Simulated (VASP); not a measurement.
Input of a VASP 6.6.1 run:

INCAR

```
PREC     = Accurate       # precision mode
ENCUT    = 600            # plane-wave cutoff, eV
EDIFF    = 1E-7           # SCF threshold, eV
ISMEAR   = -1             # smearing method
SIGMA    = 0.1            # smearing width, eV
LREAL    = False          # projectors in reciprocal space
LASPH    = True           # aspherical terms in the spheres
NELM     = 100            # most SCF steps
ALGO     = Normal         # electronic algorithm
ISIF     = 3              # what is computed and relaxed
LWAVE    = False          # write WAVECAR
LCHARG   = False          # write CHGCAR
GGA      = PE             # functional
IBRION   = 2              # ionic algorithm
NSW      = 80             # ionic steps
EDIFFG   = -0.01          # ionic threshold
```

The input KPOINTS:

```
regular mesh
0
Gamma
  9 9 9
```

Contents of POSCAR:

```
Hf
1.0
    0.0000000000      3.1145822620      3.1145822620
    3.1145822620      0.0000000000      3.1145822620
    3.1145822620      3.1145822620      0.0000000000
Hf
2
Direct
    0.1250000000      0.1250000000      0.1250000000
    0.8750000000      0.8750000000      0.8750000000
```

Potentials or basis: VASP PAW PBE potentials, release 64 (Hf_pv).

Launch:

```console
$ cat potpaw_PBE.64/Hf_pv/POTCAR > POTCAR
$ mpirun -np 1 vasp_std > vasp.out
```

Q: Estimate the relaxed volume.

A: 34.89 Å³/atom.

Q: Estimate the space group after relaxing (to 0.05 Å).

A: Fd-3m (No. 227).

Q: Estimate the band gap on the k mesh.

A: Zero (band 10 reaches 1.93 eV, above the bottom of band 11 at 1.34 eV).

Final structure:
```
Hf
1.0
     0.00000    3.26767    3.26767
     3.26767    0.00000    3.26767
     3.26767    3.26767    0.00000
Hf
2
Direct
  0.12500 0.12500 0.12500
  0.87500 0.87500 0.87500
```

Caveat: the volume moved by over 15 % at a fixed basis, so the end points are rough; spin-orbit coupling is left out, which moves the levels of the heavy elements.
